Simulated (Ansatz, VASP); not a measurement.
## One calculation of H, two programs

Contents of INCAR:

```
SYSTEM = H
ALGO = Normal
EDIFF = 1E-6
ENCUT = 400
GGA = PS
GGA_COMPAT = .FALSE.
ISIF = 2
ISMEAR = 0
ISPIN = 2
LASPH = .TRUE.
LCHARG = .FALSE.
LORBIT = 11
LREAL = .FALSE.
LWAVE = .FALSE.
MAGMOM = 1.1
NBANDS = 10
NELM = 200
NELMDL = -8
PREC = Accurate
SIGMA = 0.005
```

File KPOINTS:

```
k-points
0
G
  1 1 1
  0 0 0
```

File POSCAR:

```
H
1.0
   10.5000000000      0.0000000000      0.0000000000
    0.0000000000     11.0000000000      0.0000000000
    0.0000000000      0.0000000000     11.5000000000
H
1
Direct
    0.5000000000      0.5045454500      0.5000000000
```

Input for Ansatz:

```yaml
crystal:
  lattice:
    - [10.5, 0.0, 0.0]
    - [0.0, 11.0, 0.0]
    - [0.0, 0.0, 11.5]
  atoms:
    - { symbol: H, position: [0.5, 0.50454545, 0.5], spin: 1.1 }
magnetization:
  spin_polarized: true
hamiltonian:
  xc: pbesol
kpoints:
  mp_grid: { grid: [1, 1, 1] }
scf:
  occupations: { method: gaussian, width: 0.005 }
  max_iter: 140
  lower_state_search: "off"
output:
  forces: true
```

Alike in both runs: task single point; functional PBEsol; k mesh 1 × 1 × 1; occupations gaussian, width 0.005 eV; collinear spin.

```csv
,VASP,Ansatz
version,VASP 6.6.1,Ansatz 0.2.0
potentials or method,"VASP PAW PBE potentials, release 64 (H)","scalar-relativistic, plane waves, PAW"
plane-wave cutoff (eV),400,420
valence electrons in the cell,1,1
```

```csv
,VASP,Ansatz,Ansatz less VASP
net moment per atom (μB),1.00,1.00,0.000
size of the moment on the site where the two differ most (μB),0.37,1.00,+0.627
```

VASP's potentials were made for PBE, not for PBEsol. Site moments also hang on the region over which each program counts them. Ansatz's warnings: stability check not made.
